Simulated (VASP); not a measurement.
Write the native input for VASP 6.6.1 that does the following.

- Task: single point
- Functional: PBE exchange alone
- Potentials or basis: VASP PAW PBE potentials, release 64 (V_sv, O)
- Cutoff: 600 eV
- k mesh: 6 × 6 × 9
- Occupations: fermi-dirac, width 0.05 eV
- Spin: collinear spin, ferromagnetic start
- Starting moments: [2.0, 2.0, 0.0, 0.0, 0.0, 0.0] μB
- Dipole correction: no
- Further INCAR settings: ALGO = Normal; EDIFF = 1e-06; NBANDS = 38

The structure of VO2 lies in POSCAR:

```
VO2
1.0
    4.4462864423      0.0000000000      0.0000000000
    0.0000000000      4.4462864423      0.0000000000
    0.0000000000      0.0000000000      3.0033037399
V O
2 4
Direct
    0.5000000000      0.5000000000      0.5000000000
    0.0000000000      0.0000000000      0.0000000000
    0.2003580000      0.7996420000      0.5000000000
    0.7996420000      0.2003580000      0.5000000000
    0.7003580000      0.7003580000      0.0000000000
    0.2996420000      0.2996420000      0.0000000000
```

One way to write it, as run:

INCAR

```
SYSTEM = VO2
PREC = Accurate
ENCUT = 600
EDIFF = 1E-6
ISMEAR = -1
SIGMA = 0.05
LREAL = .False.
LASPH = .True.
NELM = 200
ALGO = Normal
ISIF = 2
LWAVE = .False.
LCHARG = .True.
ISPIN = 2
MAGMOM = 2 2 0 0 0 0
LORBIT = 11
LMAXMIX = 4
GGA = PE
ALDAC = 0.0
AGGAC = 0.0
LELF = .True.
LVHAR = .True.
NBANDS = 38
GGA_COMPAT = .False.
```

KPOINTS

```
regular mesh
0
Gamma
  6 6 9
  0 0 0
```

Potentials or basis: VASP PAW PBE potentials, release 64 (V_sv, O).

Launch:

```console
$ cat potpaw_PBE.64/V_sv/POTCAR potpaw_PBE.64/O/POTCAR > POTCAR
$ mpirun -np 1 vasp_std > vasp.out
```

Results of the run:

| Property | Result |
| --- | --- |
| Pressure | 22.8 GPa |
| Largest force | 0.140 eV/Å |
| Band gap on the k mesh | zero (filled and empty bands overlap) |
| Net moment | 2.00 μB per cell |
| Site moments | V +1.12; O -0.09 μB |
| Valence electrons inside the program's atomic spheres | V 11.47; O 5.06 |

Caveat: the stress differs along the axes, from 12 to 28 GPa; semilocal functionals often make such compounds metallic where correlation or magnetic order opens a gap, which also shifts bond lengths.

Run time: 3 min on 1 thread of Oxide Virtual Turin-like Processor, on a shared host, peak memory 0.29 GiB.
